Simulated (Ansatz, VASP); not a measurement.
**Two plane-wave programs on Hf4Pt**

```xyz
5
Lattice="4.8360 0.0000 0.0000 -2.4180 4.1881 0.0000 0.0000 0.0000 5.5999" Properties=species:S:1:pos:R:3 pbc="T T T"
Hf    0.0000    2.7921    4.2517
Hf    0.0000    2.7921    1.3482
Hf    2.4180    1.3960    1.3482
Hf    2.4180    1.3960    4.2517
Pt    0.0000    0.0000    0.0000
```

Alike in both runs: task single point; functional PBE; k mesh 6 × 6 × 4; occupations gaussian, width 0.1 eV; no spin polarisation.

```csv
,VASP,Ansatz
version,VASP 6.6.1,Ansatz 0.2.0
potentials or method,"VASP PAW PBE potentials, release 64 (Hf_pv, Pt), cutoff 520 eV","scalar-relativistic, plane waves, PAW"
valence electrons in the cell,50,122
```

|  | VASP | Ansatz | Ansatz less VASP |
| --- | --- | --- | --- |
| gap on the k mesh at the Fermi level (eV) | none | none | - |
| pressure (GPa) | 0.2 | 0.8 | +0.60 |
| traceless stress, the component that is largest in VASP (GPa) | -0.59 | -0.57 | +0.021 |
| rms of the force components (eV/Å) | 0.319 | 0.343 | +0.0241 |

Atom by atom the forces differ by 0.024 eV/Å (rms over components). A gap of «none» marks a metal or a gap that the smearing closes. VASP's potentials hold 50 valence electrons a cell and Ansatz's 122, so a difference there can come from the potentials and not from the codes.

Spin-orbit coupling is off throughout.
